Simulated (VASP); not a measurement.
# KI (Fm-3m) in VASP: a series of runs

The runs below take KI through single point, with PBE.

All numbers are computed with VASP 6.6.1; they aren't measurements. Logs are shortened: lines on timing, memory, paths and dates and some standing lists are left out, and cuts for length are marked.

### 1 The cell of the first run

Symmetry: Fm-3m, No. 225, cubic system. Conventional cell: a = 7.089 Å, b = 7.089 Å, c = 7.089 Å, α = 90.00°, β = 90.00°, γ = 90.00°. K (site symmetry m-3m) has 6 I at 3.54 Å within 4.7 Å. Within 4.7 Å of I (site symmetry m-3m) lie 6 K at 3.54 Å.

### 2 Single point, PBE

INCAR

```
PREC     = Accurate       # precision mode
ENCUT    = 520            # plane-wave cutoff, eV
EDIFF    = 1E-6           # SCF threshold, eV
ISMEAR   = 0              # smearing method
SIGMA    = 0.01           # smearing width, eV
LREAL    = False          # projectors in reciprocal space
LASPH    = True           # aspherical terms in the spheres
NELM     = 60             # most SCF steps
ALGO     = Normal         # electronic algorithm
ISIF     = 2              # what is computed and relaxed
LWAVE    = False          # write WAVECAR
LCHARG   = True           # write CHGCAR
GGA      = PE             # functional
LELF     = True           # ELF
LVHAR    = True         
NBANDS   = 15             # bands
```

KPOINTS

```
regular mesh
0
Gamma
  4 4 4
```

POSCAR

```
KI
1.0
    0.0000000000      3.5442852436      3.5442852436
    3.5442852436      0.0000000000      3.5442852436
    3.5442852436      3.5442852436      0.0000000000
K I
1 1
Direct
    0.0000000000      0.0000000000      0.0000000000
    0.5000000000      0.5000000000      0.5000000000
```

Potentials or basis: VASP PAW PBE potentials, release 64 (K_sv, I).

Command:

```sh
> cat potpaw_PBE.64/K_sv/POTCAR potpaw_PBE.64/I/POTCAR > POTCAR
> mpirun -np 1 vasp_std > vasp.out
```

OUTCAR:

```text
PREC = Accurate
   ENCUT = 520
   EDIFF = 1E-6
   ISMEAR = 0
   LREAL = False
   LASPH = True
   NELM = 60
   ISIF = 2
   GGA = PE

 ion  position               nearest neighbor table
   1  0.000  0.000  0.000-   2 3.54   2 3.54   2 3.54   2 3.54   2 3.54   2 3.54
   2  0.500  0.500  0.500-   1 3.54   1 3.54   1 3.54   1 3.54   1 3.54   1 3.54

  LATTYP: Found a face centered cubic cell.
 ALAT       =     7.0885704872

  Lattice vectors:

 A1 = (   0.0000000000,   3.5442852436,   3.5442852436)
 A2 = (   3.5442852436,   0.0000000000,   3.5442852436)
 A3 = (   3.5442852436,   3.5442852436,   0.0000000000)

Analysis of symmetry for initial positions (statically):
=====================================================================
 Subroutine PRICEL returns:
 Original cell was already a primitive cell.

 Routine SETGRP: Setting up the symmetry group for a
 face centered cubic supercell.

 Subroutine GETGRP returns: Found 48 space group operations
 (whereof 48 operations were pure point group operations)
 out of a pool of 48 trial point group operations.

The static configuration has the point symmetry O_h .

Analysis of symmetry for dynamics (positions and initial velocities):
=====================================================================
 Subroutine PRICEL returns:
 Original cell was already a primitive cell.

 Routine SETGRP: Setting up the symmetry group for a
 face centered cubic supercell.

 Subroutine GETGRP returns: Found 48 space group operations
 (whereof 48 operations were pure point group operations)
 out of a pool of 48 trial point group operations.

The dynamic configuration has the point symmetry O_h .

 Subroutine INISYM returns: Found 48 space group operations
 (whereof 48 operations are pure point group operations),
 and found     1 'primitive' translations

----------------------------------------------------------------------------------------

                                     Primitive cell

  volume of cell :      89.0463

  direct lattice vectors                    reciprocal lattice vectors
     0.000000000  3.544285244  3.544285244    -0.141072167  0.141072167  0.141072167
     3.544285244  0.000000000  3.544285244     0.141072167 -0.141072167  0.141072167
     3.544285244  3.544285244  0.000000000     0.141072167  0.141072167 -0.141072167

  length of vectors
     5.012376260  5.012376260  5.012376260     0.244344161  0.244344161  0.244344161

  position of ions in fractional coordinates (direct lattice)
     0.000000000  0.000000000  0.000000000
     0.500000000  0.500000000  0.500000000

  ion indices of the primitive-cell ions
   primitive index   ion index
                 1           1
                 2           2

----------------------------------------------------------------------------------------

 KPOINTS: regular mesh

Automatic generation of k-mesh.
 Grid dimensions read from file:
 generate k-points for:    4    4    4

 Generating k-lattice:

  Cartesian coordinates                     Fractional coordinates (reciprocal lattice)
    -0.035268042  0.035268042  0.035268042     0.250000000  0.000000000  0.000000000
     0.035268042 -0.035268042  0.035268042     0.000000000  0.250000000  0.000000000
     0.035268042  0.035268042 -0.035268042     0.000000000  0.000000000  0.250000000

  Length of vectors
     0.061086040  0.061086040  0.061086040

  Shift w.r.t. Gamma in fractional coordinates (k-lattice)
     0.000000000  0.000000000  0.000000000

 Subroutine IBZKPT returns following result:
 ===========================================

 Found      8 irreducible k-points:

 Following reciprocal coordinates:
            Coordinates               Weight
  0.000000  0.000000  0.000000      1.000000
  0.250000  0.000000  0.000000      8.000000
  0.500000  0.000000  0.000000      4.000000
  0.250000  0.250000  0.000000      6.000000
  0.500000  0.250000  0.000000     24.000000
 -0.250000  0.250000  0.000000     12.000000
  0.500000  0.500000  0.000000      3.000000
 -0.250000  0.500000  0.250000      6.000000
   k-points           NKPTS =      8   k-points in BZ     NKDIM =      8   number of bands    NBANDS=     15
   number of dos      NEDOS =    301   number of ions     NIONS =      2
   total plane-waves  NPLWV =  64000
   dimension x,y,z NGX =    40 NGY =   40 NGZ =   40
   dimension x,y,z NGXF=    80 NGYF=   80 NGZF=   80
   ions per type =               1   1
   NGX,Y,Z   is equivalent  to a cutoff of  13.27, 13.27, 13.27 a.u.
   NGXF,Y,Z  is equivalent  to a cutoff of  26.53, 26.53, 26.53 a.u.
 SYSTEM =  unknown system
   PREC   = accura    normal or accurate (medium, high low for compatibility)
   ISTART =      0    job   : 0-new  1-cont  2-samecut
   ICHARG =      2    charge: 1-file 2-atom 10-const
   ISPIN  =      1    spin polarized calculation?
   LNONCOLLINEAR =      F non collinear calculations
   LSORBIT =      F    spin-orbit coupling
   LASPH  =      T    aspherical Exc in radial PAW
   ENCUT  =  520.0 eV  38.22 Ry    6.18 a.u.   9.32  9.32  9.32*2*pi/ulx,y,z
   NELM   =     60;   NELMIN=  2; NELMDL= -5     # of ELM steps
   EDIFF  = 0.1E-05   stopping-criterion for ELM
   LREAL  =      F    real-space projection
   EDIFFG = 0.1E-04   stopping-criterion for IOM
   NSW    =      0    number of steps for IOM
   IBRION =     -1    ionic relax: 0-MD 1-quasi-New 2-CG
   NFREE  =      0    steps in history (QN), initial steepest desc. (CG)
   ISIF   =      2    stress and relaxation
   ISYM   =      2    0-nonsym 1-usesym 2-fastsym
   POTIM  = 0.5000    time-step for ionic-motion
   TEBEG  =    0.0;   TEEND  =   0.0 temperature during run
   PSTRESS=    0.0 pullay stress
   NELECT =      16.0000    total number of electrons
   NUPDOWN=      -1.0000    fix difference up-down
   EMIN   =  10.00;   EMAX   =-10.00  energy-range for DOS
   EFERMI =   0.00;   METHOD = LEGACY
   ISMEAR =     0;   SIGMA  =   0.01  broadening in eV -4-tet -1-fermi 0-gaus
   EFERMI_NEDOS =   21; number of points for ismear=-14 and -15
   IALGO  =     38    algorithm
   IMIX   =      4    mixing-type and parameters
     AMIX     =   0.40;   BMIX     =  1.00
     AMIX_MAG =   1.60;   BMIX_MAG =  1.00
  volume/ion in A,a.u.               =      44.52       300.46
  Fermi-wavevector in a.u.,A,eV,Ry     =   0.923796  1.745722 11.611203  0.853399
  Thomas-Fermi vector in A             =   2.049472
   LORBIT       =      0    0 simple, 1 ext, 2 COOP (PROOUT), +10 PAW based schemes
   GGA     = PE    functional components
   LHFCALC =     F    Hartree Fock is set to
   AEXX    =    0.0000 exact exchange contribution
   IVDW    =     0    specifies the selected vdW correction
   LEPSILON=     F    determine dielectric tensor
   LRPA    =     F    only Hartree local field effects (RPA)
 non-spin polarized calculation
 Gauss-broadening in eV      SIGMA  =   0.01
  energy-cutoff  :      520.00
  volume of cell :       89.05
 maximum number of plane-waves:      2421
 NGX is ok and might be reduce to    40
   NGX = 19   NGY = 19   NGZ = 19

 number of electron      15.9999999 magnetization

 Free energy of the ion-electron system (eV)
  ---------------------------------------------------
  ext. energy  EPLUGINS =         0.00000000
  ---------------------------------------------------
  free energy    TOTEN  =        -5.55859419 eV

  energy without entropy =       -5.55859419  energy(sigma->0) =       -5.55859419

 E-fermi :  -0.3199     XC(G=0):  -7.1394

 val. band max:       -0.4650357998   @ k =   0.0000   0.0000   0.0000
 cond. band min:       3.4745449912   @ k =   0.0000   0.0000   0.0000
 fundamental gap:      3.9395807909
 Fermi energy:        -0.3198622273

 k-point     1 :       0.0000    0.0000    0.0000
  band No.  band energies     occupation
      1     -28.9858      2.00000
      2     -12.4721      2.00000
      3     -12.4721      2.00000
      4     -12.4721      2.00000
      5     -10.9524      2.00000
      6      -0.4650      2.00000
      7      -0.4650      2.00000
      8      -0.4650      2.00000
      9       3.4745      0.00000
     10       6.0349      0.00000
     11       6.0349      0.00000
     12       6.0349      0.00000
     13       6.7454      0.00000
     14       6.7454      0.00000
     15       9.3110      0.00000

 k-point     2 :       0.2500    0.0000    0.0000
  band No.  band energies     occupation
      1     -28.9848      2.00000
      2     -12.5456      2.00000
      3     -12.4733      2.00000
      4     -12.4733      2.00000
      5     -10.8167      2.00000
      6      -1.2117      2.00000
      7      -0.6368      2.00000
      8      -0.6368      2.00000
      9       4.5670      0.00000
     10       6.0971      0.00000
     11       6.6378      0.00000
     12       6.6378      0.00000
     13       7.4323      0.00000
     14       7.4323      0.00000
     15       9.7912      0.00000

 k-point     3 :       0.5000    0.0000    0.0000
  band No.  band energies     occupation
      1     -28.9838      2.00000
      2     -12.6100      2.00000
      3     -12.4744      2.00000
      4     -12.4744      2.00000
      5     -10.6876      2.00000
      6      -1.7626      2.00000
      7      -0.7929      2.00000
      8      -0.7929      2.00000
      9       5.0469      0.00000
     10       7.2159      0.00000
     11       7.6584      0.00000
     12       7.6584      0.00000
     13       8.2215      0.00000
     14       8.2215      0.00000
     15       8.8004      0.00000
[... 55 lines left out ...]
 k-point     7 :       0.5000    0.5000    0.0000
  band No.  band energies     occupation
      1     -28.9832      2.00000
      2     -12.5154      2.00000
      3     -12.4896      2.00000
      4     -12.4896      2.00000
      5     -10.8129      2.00000
      6      -1.4473      2.00000
      7      -0.8261      2.00000
      8      -0.8261      2.00000
      9       4.4846      0.00000
     10       5.2777      0.00000
     11       7.6199      0.00000
     12       8.2169      0.00000
     13       8.2931      0.00000
     14       9.1252      0.00000
     15       9.1252      0.00000

 k-point     8 :      -0.2500    0.5000    0.2500
  band No.  band energies     occupation
      1     -28.9832      2.00000
      2     -12.5194      2.00000
      3     -12.5024      2.00000
      4     -12.5024      2.00000
      5     -10.7580      2.00000
      6      -1.1807      2.00000
      7      -1.1807      2.00000
      8      -1.0527      2.00000
      9       5.9940      0.00000
     10       5.9940      0.00000
     11       6.1434      0.00000
     12       7.6880      0.00000
     13       8.3327      0.00000
     14       9.1566      0.00000
     15       9.5119      0.00000

------------------------ aborting loop because EDIFF is reached ----------------------------------------

  FORCE on cell =-STRESS in cart. coord.  units (eV):
  Direction    XX          YY          ZZ          XY          YZ          ZX
  --------------------------------------------------------------------------------------
  -------------------------------------------------------------------------------------
  Total        0.2769603      0.2769603      0.2769603     -0.0000000      0.0000000      0.0000000
  in kB        4.9832440      4.9832440      4.9832440     -0.0000000      0.0000000      0.0000000
  external PRESSURE =       4.9832440 kB  Pullay stress =       0.0000000 kB

 VOLUME and BASIS-vectors are now :
 -----------------------------------------------------------------------------
  energy-cutoff  :      520.00
  volume of cell :       89.05
      direct lattice vectors                 reciprocal lattice vectors
     0.000000000  3.544285244  3.544285244    -0.141072167  0.141072167  0.141072167
     3.544285244  0.000000000  3.544285244     0.141072167 -0.141072167  0.141072167
     3.544285244  3.544285244  0.000000000     0.141072167  0.141072167 -0.141072167

 POSITION                                       TOTAL-FORCE (eV/Angst)
 -----------------------------------------------------------------------------------
      0.00000      0.00000      0.00000        -0.000000      0.000000      0.000000
      3.54429      3.54429      3.54429         0.000000      0.000000      0.000000
 -----------------------------------------------------------------------------------
    total drift:                                0.000000     -0.000000     -0.000000

  FREE ENERGIE OF THE ION-ELECTRON SYSTEM (eV)
  ---------------------------------------------------
  free  energy   TOTEN  =        -5.5585941918 eV

  energy  without entropy=       -5.5585941918  energy(sigma->0) =       -5.55859419
```

It took 14 s on 1 thread of Intel Xeon Platinum 8259CL at 2.50GHz (Skylake/Cascade Lake), shared host; peak memory 0.23 GiB.

Results:

* Free energy: -5.5586 eV
* Pressure: 0.5 GPa
* Band gap on the k mesh: 3.94 eV, direct

Caveat: spin-orbit coupling is left out, which moves the levels of the heavy elements.

### 3 Single point, PBE (strain +1.0%)

INCAR

```
SYSTEM = KI
PREC = Accurate
ENCUT = 520
EDIFF = 1E-6
ISMEAR = 0
SIGMA = 0.01
LREAL = .FALSE.
LASPH = .TRUE.
NELM = 60
ALGO = Normal
ISIF = 2
LWAVE = .FALSE.
LCHARG = .TRUE.
GGA = PE
LELF = .TRUE.
LVHAR = .TRUE.
NBANDS = 15
```

KPOINTS

```
regular mesh
0
G
  4 4 4
  0 0 0
```

POSCAR

```
KI
1.0
    0.0000000000      3.5797280960      3.5797280960
    3.5797280960      0.0000000000      3.5797280960
    3.5797280960      3.5797280960      0.0000000000
K I
1 1
Direct
    0.0000000000      0.0000000000      0.0000000000
    0.5000000000      0.5000000000      0.5000000000
```

Potentials or basis: VASP PAW PBE potentials, release 64 (K_sv, I).

Command:

```sh
> cat potpaw_PBE.64/K_sv/POTCAR potpaw_PBE.64/I/POTCAR > POTCAR
> mpirun -np 1 vasp_std > vasp.out
```

OUTCAR:

```text
SYSTEM = KI
   PREC = Accurate
   ENCUT = 520
   EDIFF = 1E-6
   ISMEAR = 0
   LREAL = .FALSE.
   LASPH = .TRUE.
   NELM = 60
   ISIF = 2
   GGA = PE

 ion  position               nearest neighbor table
   1  0.000  0.000  0.000-   2 3.58   2 3.58   2 3.58   2 3.58   2 3.58   2 3.58
   2  0.500  0.500  0.500-   1 3.58   1 3.58   1 3.58   1 3.58   1 3.58   1 3.58

  LATTYP: Found a face centered cubic cell.
 ALAT       =     7.1594561920

  Lattice vectors:

 A1 = (   0.0000000000,   3.5797280960,   3.5797280960)
 A2 = (   3.5797280960,   0.0000000000,   3.5797280960)
[... 312 lines left out ...]

  FORCE on cell =-STRESS in cart. coord.  units (eV):
  Direction    XX          YY          ZZ          XY          YZ          ZX
  --------------------------------------------------------------------------------------
  -------------------------------------------------------------------------------------
  Total        0.0799287      0.0799287      0.0799287     -0.0000000      0.0000000     -0.0000000
  in kB        1.3958317      1.3958317      1.3958317     -0.0000000      0.0000000     -0.0000000
  external PRESSURE =       1.3958317 kB  Pullay stress =       0.0000000 kB

 VOLUME and BASIS-vectors are now :
 -----------------------------------------------------------------------------
  energy-cutoff  :      520.00
  volume of cell :       91.74
      direct lattice vectors                 reciprocal lattice vectors
     0.000000000  3.579728096  3.579728096    -0.139675413  0.139675413  0.139675413
     3.579728096  0.000000000  3.579728096     0.139675413 -0.139675413  0.139675413
     3.579728096  3.579728096  0.000000000     0.139675413  0.139675413 -0.139675413

 POSITION                                       TOTAL-FORCE (eV/Angst)
 -----------------------------------------------------------------------------------
      0.00000      0.00000      0.00000         0.000000      0.000000      0.000000
      3.57973      3.57973      3.57973         0.000000      0.000000      0.000000
 -----------------------------------------------------------------------------------
    total drift:                                0.000000     -0.000000     -0.000000

  FREE ENERGIE OF THE ION-ELECTRON SYSTEM (eV)
  ---------------------------------------------------
  free  energy   TOTEN  =        -5.5639317122 eV

  energy  without entropy=       -5.5639317122  energy(sigma->0) =       -5.56393171
```

OSZICAR:

```text
N       E                     dE             d eps       ncg     rms          rms(c)
DAV:   1     0.950053120298E+02    0.95005E+02   -0.65846E+03   240   0.900E+02
DAV:   2     0.245050463633E+00   -0.94760E+02   -0.86503E+02   317   0.219E+02
DAV:   3    -0.548536113252E+01   -0.57304E+01   -0.57033E+01   341   0.462E+01
DAV:   4    -0.565015104099E+01   -0.16479E+00   -0.16474E+00   374   0.710E+00
DAV:   5    -0.565210965576E+01   -0.19586E-02   -0.19586E-02   340   0.766E-01    0.284E+00
DAV:   6    -0.556259330020E+01    0.89516E-01   -0.10037E-01   303   0.177E+00    0.203E+00
DAV:   7    -0.555743866828E+01    0.51546E-02   -0.12011E-01   310   0.167E+00    0.782E-01
DAV:   8    -0.556331434042E+01   -0.58757E-02   -0.13119E-02   275   0.710E-01    0.122E-01
DAV:   9    -0.556376558646E+01   -0.45125E-03   -0.10403E-03   317   0.181E-01    0.777E-02
DAV:  10    -0.556388374695E+01   -0.11816E-03   -0.13127E-04   307   0.626E-02    0.217E-02
DAV:  11    -0.556393174293E+01   -0.47996E-04   -0.61929E-05   268   0.457E-02    0.172E-02
DAV:  12    -0.556393171216E+01    0.30765E-07   -0.26921E-06   316   0.124E-02
   1 F= -.55639317E+01 E0= -.55639317E+01  d E =-.108416E-25
```

Wall time 14 s (1 thread of Intel Xeon Platinum 8259CL at 2.50GHz (Skylake/Cascade Lake), shared host); peak memory 0.23 GiB.

Results:

* Free energy: -5.5639 eV
* Pressure: 0.1 GPa
* Band gap on the k mesh: 3.87 eV, direct

Levels at points of the mesh, in eV from the valence-band top:
```
           k point  band 6  band 7  band 8  band 9  band 10  band 11
(0.00, 0.00, 0.00)    0.00    0.00    0.00    3.87     6.51     6.51
(0.50, 0.00, 0.00)   -1.23   -0.30   -0.30    5.48     7.59     8.06
(0.50, 0.50, 0.00)   -0.94   -0.34   -0.34    4.99     5.67     8.05
```

Caveat: the cell differs from its parent crystal (strain +1.0%); spin-orbit coupling is left out, which moves the levels of the heavy elements.
